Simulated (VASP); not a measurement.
## V: relaxation of cell and atoms with PBEsol

The system is V.

```
CELL_PARAMETERS angstrom
2.25108 0.00000 0.00000
-1.12554 1.94949 0.00000
0.00000 0.00000 2.11601
ATOMIC_POSITIONS crystal
V 0.00000 0.00000 0.00000
```

```yaml
Program: VASP 6.6.1
Task: relaxation of cell and atoms
Functional: PBEsol
Potentials_or_basis: VASP PAW PBE potentials, release 64 (V_sv)
Cutoff: 600 eV
k_mesh: 19 × 19 × 18
Occupations: fermi-dirac, width 0.05 eV
Spin: no spin polarisation
Target_pressure: 130 GPa
Dipole_correction: no
Further_INCAR_settings: ALGO = Normal; EDIFF = 1e-06; IBRION = 2; EDIFFG = -0.005; NSW = 60; ISIF = 3
```

```
Relaxed volume                                         : 9.39 Å³/atom
Relaxed cell                                           : a = 2.262 Å, b = 2.262 Å, c = 2.118 Å, α = 90.00°, β = 90.00°, γ = 120.00°
Space group after relaxing (to 0.05 Å)                 : P6/mmm (No. 191)
Energy change on relaxing (the enthalpy is what falls) : -85.9 meV/atom
Ionic steps                                            : 10
Pressure after relaxing                                : 130.0 GPa
```

Stress tensor (GPa, compression positive):
```
130.08   0.00   0.00
  0.00 130.08   0.00
  0.00   0.00 129.93
```

Step by step:
```tsv
step	energy change (eV)	largest force (eV/Å)	pressure (GPa)	volume (Å³)
1	0.0000	0.0000	136.37	9.29
2	-0.3819	0.0000	106.89	9.79
3	-0.0892	0.0000	129.73	9.39
4	-0.0875	0.0000	129.87	9.39
5	-0.0840	0.0000	130.22	9.39
6	-0.0858	0.0000	130.07	9.39
7	-0.0858	0.0000	130.03	9.39
8	-0.0867	0.0000	129.96	9.39
9	-0.0860	0.0000	130.01	9.39
10	-0.0859	0.0000	130.03	9.39
```

Final structure:
```
V
1.0
     2.26224    0.00000    0.00000
    -1.13112    1.95915    0.00000
     0.00000    0.00000    2.11844
V
1
Direct
  0.00000 0.00000 0.00000
```

Levels at points of the mesh, in eV from the Fermi level:
```
           k point  band 4  band 5  band 6  band 7  band 8  band 9
(0.00, 0.00, 0.00)  -36.10   -7.26   -4.06   -0.03   -0.03    5.45
(0.00, 0.00, 0.50)  -35.85   -2.63    0.58    0.99    0.99    2.01
```

Run time: 2.2 min on 1 thread of Intel(R) Xeon(R) Platinum 8488C (Sapphire Rapids), with other jobs on the host, peak memory 0.17 GiB.

Caveat: the cell is relaxed towards a set pressure, so the enthalpy falls and the energy may rise; the PAW data sets were made with another functional, which shifts forces and pressure a little.
